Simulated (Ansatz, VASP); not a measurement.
Two plane-wave programs on Os

```
Os
1.0
     0.00000    2.79031    2.79031
     2.79031    0.00000    2.79031
     2.79031    2.79031    0.00000
Os
2
Direct
  0.12500 0.12500 0.12500
  0.87500 0.87500 0.87500
```

Alike in both runs: functional RPBE; k mesh 10 × 10 × 10; occupations fermi-dirac, width 0.1 eV; no spin polarisation.

Ansatz relaxed the structure, and its values are those at the end. VASP's run is a single point on that final structure, the one shown.

```csv
,VASP,Ansatz
version,VASP 6.6.1,Ansatz 0.2.0
potentials or method,"VASP PAW PBE potentials, release 64 (Os_sv_GW), cutoff 560 eV","plane waves (420 eV) with PAW, scalar-relativistic"
valence electrons in the cell,32,32
```

```tsv
	VASP	Ansatz	Ansatz less VASP
pressure (GPa)	-0.7	0.0	+0.76
```

VASP's potentials were made for PBE, not for RPBE.

Neither program's run includes spin-orbit coupling.
